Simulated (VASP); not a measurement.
# CdS (P6_3/mmc) in VASP: G0W0 quasiparticle levels with PBE

Aim: the G0W0 quasiparticle levels of CdS with PBE.

All numbers are computed with VASP 6.6.1; they aren't measurements. Logs are shortened: lines on timing, memory, paths and dates and some standing lists are left out, and cuts for length are marked.

### 1 The cell of the first run

Symmetry: P6_3/mmc, No. 194, hexagonal system. Conventional cell: a = 4.409 Å, b = 4.409 Å, c = 5.748 Å, α = 90.00°, β = 90.00°, γ = 120.00°. Within 3.4 Å of Cd (site symmetry -6m2) lie 5 S at 2.55 to 2.87 Å. Within 3.4 Å of S (site symmetry -6m2) lie 5 Cd at 2.55 to 2.87 Å.

### 2 G0W0 quasiparticle levels, PBE

File POSCAR:

```
CdS
1.0
    4.4085296226      0.0000000000      0.0000000000
   -2.2042648113      3.8178986465      0.0000000000
    0.0000000000      0.0000000000      5.7481182294
Cd S
2 2
Direct
    0.3333333333      0.6666666667      0.2500000000
    0.6666666667      0.3333333333      0.7500000000
    0.6666666667      0.3333333333      0.2500000000
    0.3333333333      0.6666666667      0.7500000000
```

File INCAR.step1:

```
PREC = Accurate ; ENCUT = 500
EDIFF = 1E-8 ; ISMEAR = 0
SIGMA = 0.01 ; LREAL = F
LASPH = T ; NELM = 60
ALGO = Normal ; LWAVE = T
LCHARG = F ; GGA = PE
```

File INCAR.step2:

```
PREC = Accurate ; ENCUT = 500
EDIFF = 1E-8 ; ISMEAR = 0
SIGMA = 0.01 ; LREAL = F
LASPH = T ; NELM = 1
ALGO = Exact ; LWAVE = T
LCHARG = F ; GGA = PE
NBANDS = 175 ; LOPTICS = T
ISTART = 1
```

File INCAR.step3:

```
PREC = Accurate ; ENCUT = 500
EDIFF = 1E-8 ; ISMEAR = 0
SIGMA = 0.01 ; LREAL = F
LASPH = T ; ALGO = EVGW0
LWAVE = F ; LCHARG = F
GGA = PE ; NELMGW = 1
NBANDS = 175 ; ENCUTGW = 80.0
NOMEGA = 48 ; PRECFOCK = Fast
ISTART = 1 ; NBANDSGW = 26
```

File KPOINTS:

```
Automatic mesh
0
Gamma
  6 6 2
```

Potentials or basis: VASP PAW PBE potentials, release 64 (Cd_GW, S_GW).

On the command line:

```sh
cat potpaw_PBE.64/Cd_GW/POTCAR potpaw_PBE.64/S_GW/POTCAR > POTCAR
cp INCAR.step1 INCAR
mpirun -np 1 vasp_std > vasp.out
cp INCAR.step2 INCAR
mpirun -np 1 vasp_std > vasp.out
cp INCAR.step3 INCAR
mpirun -np 1 vasp_std > vasp.out
```

OUTCAR:

```text
PREC = Accurate
   ENCUT = 500
   EDIFF = 1E-8
   ISMEAR = 0
   LREAL = F
   LASPH = T
   GGA = PE
   NELMGW = 1
   ENCUTGW = 80.0
   PRECFOCK = Fast
   ISTART = 1

 ion  position               nearest neighbor table
   1  0.333  0.667  0.250-   3 2.55   3 2.55   3 2.55   4 2.87   4 2.87
   2  0.667  0.333  0.750-   4 2.55   4 2.55   4 2.55   3 2.87   3 2.87
   3  0.667  0.333  0.250-   1 2.55   1 2.55   1 2.55   2 2.87   2 2.87
   4  0.333  0.667  0.750-   2 2.55   2 2.55   2 2.55   1 2.87   1 2.87

  LATTYP: Found a hexagonal cell.
 ALAT       =     4.4085296226
 C/A-ratio  =     1.3038629025

  Lattice vectors:

 A1 = (   4.4085296226,   0.0000000000,   0.0000000000)
 A2 = (  -2.2042648113,   3.8178986465,   0.0000000000)
 A3 = (   0.0000000000,   0.0000000000,   5.7481182294)

Analysis of symmetry for initial positions (statically):
=====================================================================
 Subroutine PRICEL returns:
 Original cell was already a primitive cell.

 Routine SETGRP: Setting up the symmetry group for a
 hexagonal supercell.

 Subroutine GETGRP returns: Found 24 space group operations
 (whereof 12 operations were pure point group operations)
 out of a pool of 24 trial point group operations.

The static configuration has the point symmetry D_3d.
 The point group associated with its full space group is D_6h.

Analysis of symmetry for dynamics (positions and initial velocities):
=====================================================================
 Subroutine PRICEL returns:
 Original cell was already a primitive cell.

 Routine SETGRP: Setting up the symmetry group for a
 hexagonal supercell.

 Subroutine GETGRP returns: Found 24 space group operations
 (whereof 12 operations were pure point group operations)
 out of a pool of 24 trial point group operations.

The dynamic configuration has the point symmetry D_3d.
 The point group associated with its full space group is D_6h.

 Subroutine INISYM returns: Found 24 space group operations
 (whereof 12 operations are pure point group operations),
 and found     1 'primitive' translations

----------------------------------------------------------------------------------------

                                     Primitive cell

  volume of cell :      96.7484

  direct lattice vectors                    reciprocal lattice vectors
     4.408529623  0.000000000  0.000000000     0.226833000  0.130962094  0.000000000
    -2.204264811  3.817898647  0.000000000     0.000000000  0.261924187  0.000000000
     0.000000000  0.000000000  5.748118229     0.000000000  0.000000000  0.173969978

  length of vectors
     4.408529623  4.408529623  5.748118229     0.261924187  0.261924187  0.173969978

  position of ions in fractional coordinates (direct lattice)
     0.333333333  0.666666667  0.250000000
     0.666666667  0.333333333  0.750000000
     0.666666667  0.333333333  0.250000000
     0.333333333  0.666666667  0.750000000

  ion indices of the primitive-cell ions
   primitive index   ion index
                 1           1
                 2           2
                 3           3
                 4           4

----------------------------------------------------------------------------------------

 KPOINTS: Automatic mesh

Automatic generation of k-mesh.
 Grid dimensions read from file:
 generate k-points for:    6    6    2

 Generating k-lattice:

  Cartesian coordinates                     Fractional coordinates (reciprocal lattice)
     0.037805500  0.021827016  0.000000000     0.166666667  0.000000000  0.000000000
     0.000000000  0.043654031  0.000000000     0.000000000  0.166666667  0.000000000
     0.000000000  0.000000000  0.086984989     0.000000000  0.000000000  0.500000000

  Length of vectors
     0.043654031  0.043654031  0.086984989

  Shift w.r.t. Gamma in fractional coordinates (k-lattice)
     0.000000000  0.000000000  0.000000000

 Subroutine IBZKPT returns following result:
 ===========================================

 Found     14 irreducible k-points:

 Following reciprocal coordinates:
            Coordinates               Weight
  0.000000  0.000000  0.000000      1.000000
  0.166667 -0.000000  0.000000      6.000000
  0.333333  0.000000  0.000000      6.000000
  0.500000  0.000000  0.000000      3.000000
  0.166667  0.166667  0.000000      6.000000
  0.333333  0.166667  0.000000     12.000000
  0.333333  0.333333  0.000000      2.000000
  0.000000  0.000000  0.500000      1.000000
  0.166667 -0.000000  0.500000      6.000000
  0.333333  0.000000  0.500000      6.000000
  0.500000  0.000000  0.500000      3.000000
  0.166667  0.166667  0.500000      6.000000
  0.333333  0.166667  0.500000     12.000000
  0.333333  0.333333  0.500000      2.000000
   k-points           NKPTS =     14   k-points in BZ     NKDIM =     72   number of bands    NBANDS=    175
   number of dos      NEDOS =    301   number of ions     NIONS =      4
   total plane-waves  NPLWV =  43008
   dimension x,y,z NGX =    32 NGY =   32 NGZ =   42
   dimension x,y,z NGXF=    64 NGYF=   64 NGZF=   84
   ions per type =               2   2
   NGX,Y,Z   is equivalent  to a cutoff of  12.07, 12.07, 12.15 a.u.
   NGXF,Y,Z  is equivalent  to a cutoff of  24.13, 24.13, 24.29 a.u.
 SYSTEM =  unknown system
   PREC   = accura    normal or accurate (medium, high low for compatibility)
   ISTART =      1    job   : 0-new  1-cont  2-samecut
   ICHARG =      0    charge: 1-file 2-atom 10-const
   ISPIN  =      1    spin polarized calculation?
   LNONCOLLINEAR =      F non collinear calculations
   LSORBIT =      F    spin-orbit coupling
   LASPH  =      T    aspherical Exc in radial PAW
   ENCUT  =  500.0 eV  36.75 Ry    6.06 a.u.   8.04  8.04 10.48*2*pi/ulx,y,z
   NELM   =     60;   NELMIN=  2; NELMDL=  0     # of ELM steps
   EDIFF  = 0.1E-07   stopping-criterion for ELM
   LREAL  =      F    real-space projection
   EDIFFG = 0.1E-06   stopping-criterion for IOM
   NSW    =      0    number of steps for IOM
   IBRION =     -1    ionic relax: 0-MD 1-quasi-New 2-CG
   NFREE  =      0    steps in history (QN), initial steepest desc. (CG)
   ISIF   =      0    stress and relaxation
   ISYM   =      3    0-nonsym 1-usesym 2-fastsym
   POTIM  = 0.5000    time-step for ionic-motion
   TEBEG  =    0.0;   TEEND  =   0.0 temperature during run
   PSTRESS=    0.0 pullay stress
   NELECT =      36.0000    total number of electrons
   NUPDOWN=      -1.0000    fix difference up-down
   EMIN   =  10.00;   EMAX   =-10.00  energy-range for DOS
   EFERMI =   0.00;   METHOD = LEGACY
   ISMEAR =     0;   SIGMA  =   0.01  broadening in eV -4-tet -1-fermi 0-gaus
   EFERMI_NEDOS =   21; number of points for ismear=-14 and -15
   IALGO  =     38    algorithm
   IMIX   =      4    mixing-type and parameters
     AMIX     =   0.40;   BMIX     =  1.00
     AMIX_MAG =   1.60;   BMIX_MAG =  1.00
  volume/ion in A,a.u.               =      24.19       163.22
  Fermi-wavevector in a.u.,A,eV,Ry     =   1.177500  2.225153 18.864574  1.386507
  Thomas-Fermi vector in A             =   2.313846
   LORBIT       =      0    0 simple, 1 ext, 2 COOP (PROOUT), +10 PAW based schemes
   GGA     = PE    functional components
   LHFCALC =     T    Hartree Fock is set to
   PRECFOCK=fast      Normal, Fast or Accurate (Low or Medium for compatibility)
   ENCUT4O =  -1.0   cutoff for four orbital integrals eV
   NKREDX  =     1    reduce k-point grid by
   NKREDY  =     1    reduce k-point grid by
   NKREDZ  =     1    reduce k-point grid by
   AEXX    =    1.0000 exact exchange contribution
   HFSCREEN=    0.0000 screening length (either q_TF or 0.3 A-1)
   HFSCREENC=   0.0000 screening length for correlation (either q_TF or 0.3 A-1)
   ENCUTFOCK=  -1.0 apply spherical cutoff to Coloumb kernel
   IVDW    =     0    specifies the selected vdW correction
   LEPSILON=     F    determine dielectric tensor
   LRPA    =     F    only Hartree local field effects (RPA)
   LRPAFORCE           =     F    calculate RPA forces
   ENCUTGW             =  80.0    cutoff for response function in eV
   ENCUTGWSOFT         =  64.0    soft cutoff for Coulomb kernel in GW response function in eV
   ENCUTLF             =  -1.0    cutoff for local field effects
   NELMGW              =     1    number of iterations in solving QP/BSE equation
   NELMHF              =     1    number of iterations in the inner HF iteration
   NKREDLFX            =     1    NKREDLFY  =   1   NKREDLFZ  =   1
 non-spin polarized calculation
 Gauss-broadening in eV      SIGMA  =   0.01
  energy-cutoff  :      500.00
  volume of cell :       96.75
 maximum number of plane-waves:      2502
  NGX = 18; NGY = 18; NGZ = 24
   NGX = 17   NGY = 17   NGZ = 21
 maximum number of plane-waves:       168
 NGX is ok and might be reduce to    14

 QP shifts <psi_nk| G(iteration)W_0 |psi_nk>: iteration 1
 for sc-GW calculations column KS-energies equals QP-energies in previous step
 and V_xc(KS)=  KS-energies - (<T + V_ion + V_H > + <T+V_H+V_ion>^1  + <V_x>^1)

 k-point   1 :       0.0000    0.0000    0.0000
  band No.  KS-energies  QP-energies   sigma(KS)   V_xc(KS)     V^pw_x(r,r')   Z            occupation Imag(sigma)

      1      -9.4763      -9.6657     -13.2230     -12.9173     -20.8457       0.6196       2.0000       1.1323
      2      -8.7813      -9.0631     -14.1535     -13.7096     -21.5463       0.6348       2.0000       1.0191
      3      -4.8565      -6.5674     -17.6151     -15.1693     -22.8589       0.6995       2.0000       0.5380
      4      -4.8565      -6.5674     -17.6151     -15.1693     -22.8589       0.6995       2.0000       0.5380
      5      -4.8437      -6.5700     -17.6450     -15.1769     -22.8887       0.6994       2.0000       0.5315
      6      -4.8437      -6.5700     -17.6450     -15.1769     -22.8887       0.6994       2.0000       0.5315
[... 18 lines left out ...]
     25      11.8673      12.1535      -9.2213      -9.6113      -4.3766       0.7337       0.0000      -0.2103
     26      12.0558      12.0671      -7.4851      -7.4997      -2.8229       0.7761       0.0000      -0.2113

 k-point   2 :       0.1667   -0.0000    0.0000
  band No.  KS-energies  QP-energies   sigma(KS)   V_xc(KS)     V^pw_x(r,r')   Z            occupation Imag(sigma)

      1      -9.3785      -9.5740     -13.3219     -13.0085     -20.9104       0.6239       2.0000       1.1221
      2      -8.7602      -9.0408     -14.1704     -13.7309     -21.5588       0.6386       2.0000       1.0195
      3      -4.8104      -6.5430     -17.6435     -15.1752     -22.8771       0.7019       2.0000       0.5370
      4      -4.8064      -6.5364     -17.6895     -15.2265     -22.9270       0.7024       2.0000       0.5365
      5      -4.7948      -6.5182     -17.5940     -15.1374     -22.8224       0.7015       2.0000       0.5350
      6      -4.7831      -6.5243     -17.7190     -15.2400     -22.9561       0.7024       2.0000       0.5308
[... 348 lines left out ...]
     25      11.2048      11.6685      -9.4559     -10.0745      -4.7048       0.7495       0.0000      -0.1757
     26      11.2048      11.6685      -9.4559     -10.0745      -4.7048       0.7495       0.0000      -0.1757

 k-point  14 :       0.3333    0.3333    0.5000
  band No.  KS-energies  QP-energies   sigma(KS)   V_xc(KS)     V^pw_x(r,r')   Z            occupation Imag(sigma)

      1      -8.7681      -8.9887     -13.9739     -13.6350     -21.3971       0.6508       2.0000       1.0712
      2      -8.7681      -8.9887     -13.9739     -13.6350     -21.3971       0.6508       2.0000       1.0712
      3      -4.7391      -6.5532     -17.7768     -15.1908     -23.0197       0.7015       2.0000       0.5292
      4      -4.7391      -6.5532     -17.7768     -15.1908     -23.0197       0.7015       2.0000       0.5292
      5      -4.6052      -6.4147     -17.9962     -15.4442     -23.1827       0.7090       2.0000       0.5233
      6      -4.6052      -6.4147     -17.9962     -15.4442     -23.1827       0.7090       2.0000       0.5233
[... 18 lines left out ...]
     25      10.7191      11.2052      -9.2553      -9.8909      -4.5044       0.7647       0.0000      -0.1805
     26      10.7191      11.2052      -9.2553      -9.8909      -4.5044       0.7647       0.0000      -0.1805
```

It took 57 min on 1 thread of Intel Xeon 8259CL, shared host; peak memory 2 GiB.

Results:

| Quantity | Value |
| --- | --- |
| Quasiparticle gap | 1.80 eV |
| Least direct quasiparticle gap | 2.08 eV |
| Band gap of the starting levels on the mesh | 0.99 eV |
| Least direct gap of the starting levels on the mesh | 1.27 eV |

Caveat: the k points lie up to 0.55 Å⁻¹ apart; bands, screening cutoff and mesh are small and nothing is extrapolated, so the quasiparticle values aren't converged.
